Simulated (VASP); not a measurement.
C, 2 atoms in the cell. It takes space group Fd-3m (No. 227, cubic). Conventional cell: a = 3.508 Å, b = 3.508 Å, c = 3.508 Å, α = 90.00°, β = 90.00°, γ = 90.00°. Within 2.0 Å of C (site symmetry -43m) lie 4 C at 1.52 Å. 

```yaml
Program: VASP 6.6.1
Task: vibrations by perturbation theory
Functional: LDA
Potentials_or_basis: VASP PAW LDA potentials, release 64 (C)
Cutoff: 520 eV
k_mesh: 12 × 12 × 12
Occupations: gaussian, width 0.01 eV
Spin: no spin polarisation
Dipole_correction: no
Further_INCAR_settings: ALGO = Normal; EDIFF = 1e-08; IBRION = 8; NSW = 1
```

Potentials or basis: VASP PAW LDA potentials, release 64 (C).

Run with:

```bash
$ cat potpaw_LDA.64/C/POTCAR > POTCAR
$ mpirun -np 1 vasp_std > vasp.out
```

Hardware: 1 thread of Intel Xeon 8259CL (shared host).

Task: Estimate the wall time of this run.

Result: Run time: 86 s on 1 thread of Intel Xeon 8259CL (shared host), peak memory 0.17 GiB. Counts: scf iterations 97, k points 72.
